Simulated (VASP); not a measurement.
Wanted: the native input for a VASP 6.6.1 run.

* Task: single point
* Functional: PBEsol
* Potentials or basis: VASP PAW PBE potentials, release 64 (Rb_sv)
* Cutoff: 520 eV
* k mesh: 6 × 6 × 6
* Occupations: fermi-dirac, width 0.1 eV
* Spin: no spin polarisation
* Dipole correction: no
* Further INCAR settings: ALGO = Normal; EDIFF = 1e-07; NBANDS = 16

The structure of Rb lies in POSCAR:

```
Rb
1.0
    0.0000000000      5.1406852071      5.1406852071
    5.1406852071      0.0000000000      5.1406852071
    5.1406852071      5.1406852071      0.0000000000
Rb
2
Direct
    0.1250000000      0.1250000000      0.1250000000
    0.8750000000      0.8750000000      0.8750000000
```

This isn't the form of Rb at room conditions, which is bcc.

These files were run (other wordings do the same):

INCAR

```
SYSTEM = Rb
PREC     = Accurate       ! precision mode
ENCUT    = 520            ! plane-wave cutoff, eV
EDIFF    = 1E-7           ! SCF threshold, eV
ISMEAR   = -1             ! smearing method
SIGMA    = 0.1            ! smearing width, eV
LREAL    = .FALSE.        ! projectors in reciprocal space
LASPH    = .TRUE.         ! aspherical terms in the spheres
NELM     = 80             ! most SCF steps
ALGO     = Normal         ! electronic algorithm
ISIF     = 2              ! what is computed and relaxed
LWAVE    = .FALSE.        ! write WAVECAR
LCHARG   = .FALSE.        ! write CHGCAR
GGA      = PS             ! functional
NBANDS   = 16             ! bands
```

KPOINTS

```
regular mesh
0
G
  6 6 6
  0 0 0
```

Potentials or basis: VASP PAW PBE potentials, release 64 (Rb_sv).

The run is started by

```console
$ cat potpaw_PBE.64/Rb_sv/POTCAR > POTCAR
$ mpirun -np 1 vasp_std > vasp.out
```

Results of the run:

The pressure is 0.0 GPa and the band gap on the k mesh is zero (bands 9 and 10 overlap by 0.14 eV).

Caveat: the PAW data sets were made with another functional, which shifts forces and pressure a little.

Wall time 77 s on 1 thread of Intel(R) Xeon(R) Platinum 8259CL CPU @ 2.50GHz (Skylake/Cascade Lake), with other jobs on the host, peak memory 0.4 GiB.
